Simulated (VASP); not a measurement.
Set up this calculation in VASP 6.6.1, as the native input.

| Quantity | Value |
| --- | --- |
| Task | single point |
| Functional | LDA |
| Potentials or basis | VASP PAW LDA potentials, release 64 (Hf_pv, O) |
| Cutoff | 520 eV |
| k mesh | 6 × 6 × 8 |
| Occupations | gaussian, width 0.02 eV |
| Spin | no spin polarisation |
| Dipole correction | no |
| Further INCAR settings | ALGO = Normal; EDIFF = 1e-07; NBANDS = 31 |

The structure of HfO2 lies in POSCAR:

```
HfO2
1.0
    4.9804551129      0.0000000000      0.0000000000
    0.0000000000      4.9804551129      0.0000000000
    0.0000000000      0.0000000000      3.1143559338
Hf O
2 4
Direct
    0.0000000000      0.0000000000      0.0000000000
    0.5000000000      0.5000000000      0.5000000000
    0.1954131724      0.8045868276      0.5000000000
    0.3045868276      0.3045868276      0.0000000000
    0.6954131724      0.6954131724      0.0000000000
    0.8045868276      0.1954131724      0.5000000000
```

This cell differs from its parent crystal: biaxial strain in the a-b plane: +4.0 %, then relaxed in part.

The input as run:

INCAR

```
SYSTEM = HfO2
ALGO     = Normal         ! electronic algorithm
EDIFF    = 1E-7           ! SCF threshold, eV
ENCUT    = 520            ! plane-wave cutoff, eV
ISIF     = 2              ! what is computed and relaxed
ISMEAR   = 0              ! smearing method
LASPH    = .TRUE.         ! aspherical terms in the spheres
LCHARG   = .FALSE.        ! write CHGCAR
LREAL    = .FALSE.        ! projectors in reciprocal space
LWAVE    = .FALSE.        ! write WAVECAR
NBANDS   = 31             ! bands
NELM     = 80             ! most SCF steps
PREC     = Accurate       ! precision mode
SIGMA    = 0.02           ! smearing width, eV
```

KPOINTS

```
k-points
0
G
  6 6 8
  0 0 0
```

Potentials or basis: VASP PAW LDA potentials, release 64 (Hf_pv, O).

Run with:

```bash
$ cat potpaw_LDA.64/Hf_pv/POTCAR potpaw_LDA.64/O/POTCAR > POTCAR
$ mpirun -np 1 vasp_std > vasp.out
```

Results of the run:

```yaml
Pressure: -11.3 GPa
Largest_force: 0.059 eV/Å
Band_gap_on_the_k_mesh: 3.59 eV
```

Caveat: the cell differs from its parent crystal (biaxial strain in the a-b plane: +4.0 %, then relaxed in part); the cell stands under tension; spin-orbit coupling is left out, which moves the levels of the heavy elements.

Run time: 36 s on 1 thread of Intel(R) Xeon(R) 6975P-C (Granite Rapids), on a shared host, peak memory 0.23 GiB.
